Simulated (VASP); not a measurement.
Crystal: B2P3.

```xyz
10
Lattice="3.2371 0.0000 0.0000 -1.6186 2.8034 0.0000 0.0000 0.0000 14.0112" Properties=species:S:1:pos:R:3 pbc="T T T"
B     0.0000    1.8689    2.5515
B     0.0000    0.0000    5.1670
B     1.6186    0.9345   11.4597
B     0.0000    0.0000    8.8442
P     0.0000    1.8689    0.5814
P     0.0000    0.0000    3.1972
P     1.6186    0.9345    5.8007
P     1.6186    0.9345   13.4297
P     0.0000    0.0000   10.8140
P     0.0000    1.8689    8.2105
```

```yaml
Program: VASP 6.6.1
Task: relaxation of cell and atoms
Functional: PBE
Potentials_or_basis: VASP PAW PBE potentials, release 64 (B, P)
Cutoff: 600 eV
k_mesh: 12 × 12 × 4
Occupations: gaussian, width 0.1 eV
Spin: no spin polarisation
```

At the start: pressure 0.0 GPa; volume 12.72 Å³/atom.

Problem. Where does the relaxation end?

Solution. Over 15 steps the energy falls by 3.4 meV/atom and the volume is 12.69 Å³/atom (-0.2 %); space group P-3m1 (No. 164, to 0.1 Å) before and after.

Step by step:
```
step  energy change (eV)  largest force (eV/Å)  pressure (GPa)  volume (Å³)
   1              0.0000                0.3628            0.02       127.15
   2             -0.0188                0.1428           -0.04       127.17
   3             -0.0218                0.2146           -0.06       127.18
   4             -0.0280                0.1186            0.10       127.10
   5             -0.0284                0.1036            0.16       127.07
   6             -0.0310                0.0867           -0.11       127.30
   7             -0.0310                0.0914           -0.14       127.33
   8             -0.0320                0.0678            0.05       127.18
   9             -0.0320                0.0701            0.06       127.17
  10             -0.0329                0.0592           -0.04       127.18
  11             -0.0339                0.0430           -0.31       127.22
  12             -0.0343                0.0318           -0.11       126.96
  13             -0.0344                0.0280           -0.03       126.86
  14             -0.0344                0.0160           -0.03       126.85
  15             -0.0345                0.0056           -0.02       126.85
```

Final structure:
```
CELL_PARAMETERS angstrom
3.21509 0.00000 0.00000
-1.60754 2.78435 0.00000
0.00000 0.00000 14.17066
ATOMIC_POSITIONS crystal
B 0.33333 0.66667 0.18536
B 0.00000 0.00000 0.37051
B 0.66667 0.33333 0.81464
B 0.00000 0.00000 0.62949
P 0.33333 0.66667 0.04442
P 0.00000 0.00000 0.23095
P 0.66667 0.33333 0.41572
P 0.66667 0.33333 0.95558
P 0.00000 0.00000 0.76905
P 0.33333 0.66667 0.58428
```
